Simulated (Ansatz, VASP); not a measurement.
Two plane-wave programs on KI

Contents of INCAR:

```
PREC = Accurate
ENCUT = 520
EDIFF = 1E-6
ISMEAR = 0
SIGMA = 0.05
LREAL = False
LASPH = True
NELM = 150
ALGO = Normal
ISIF = 2
LWAVE = False
LCHARG = True
MAGMOM = 0 0 0 0 0 0
LORBIT = 11
LSORBIT = True
GGA_COMPAT = False
LORBMOM = True
GGA = PE
LVHAR = True
NBANDS = 28
```

The input KPOINTS:

```
Automatic mesh
0
Gamma
  6 6 6
```

The input POSCAR:

```
KI
1.0
    0.0000000000      3.4769149565      3.4769149565
    3.4769149565      0.0000000000      3.4769149565
    3.4769149565      3.4769149565      0.0000000000
K I
1 1
Direct
    0.0000000000      0.0000000000      0.0000000000
    0.5000000000      0.5000000000      0.5000000000
```

Input for Ansatz:

```yaml
crystal:
  lattice:
    - [0.0, 3.4769149565, 3.4769149565]
    - [3.4769149565, 0.0, 3.4769149565]
    - [3.4769149565, 3.4769149565, 0.0]
  atoms:
    - { symbol: K, position: [0.0, 0.0, 0.0] }
    - { symbol: I, position: [0.5, 0.5, 0.5] }
basis:
  ecutwfc: 420
  ecutrho_ratio: 4
kpoints:
  mp_grid: { grid: [6, 6, 6] }
hamiltonian:
  xc: pbe
scf:
  occupations: { method: gaussian, width: 0.05 }
output:
  forces: true
  stress: true
  eigenvalues: true
  populations: true
  topological_invariants: true
magnetization:
  noncollinear: true
  spin_orbit: true
```

Alike in both runs: task single point; functional PBE; k mesh 6 × 6 × 6; occupations gaussian, width 0.05 eV; non-collinear spin, spin-orbit coupling.

|  | VASP | Ansatz |
| --- | --- | --- |
| version | VASP 6.6.1 | Ansatz 0.2.0 |
| potentials or method | VASP PAW PBE potentials, release 64 (K_sv, I), cutoff 520 eV | plane waves, PAW |
| valence electrons in the cell | 16 | 26 |

```tsv
	VASP	Ansatz	Ansatz less VASP
pressure (GPa)	1.3	1.3	-0.04
```

VASP's potentials hold 16 valence electrons a cell and Ansatz's 26, so a difference there can come from the potentials and not from the codes.
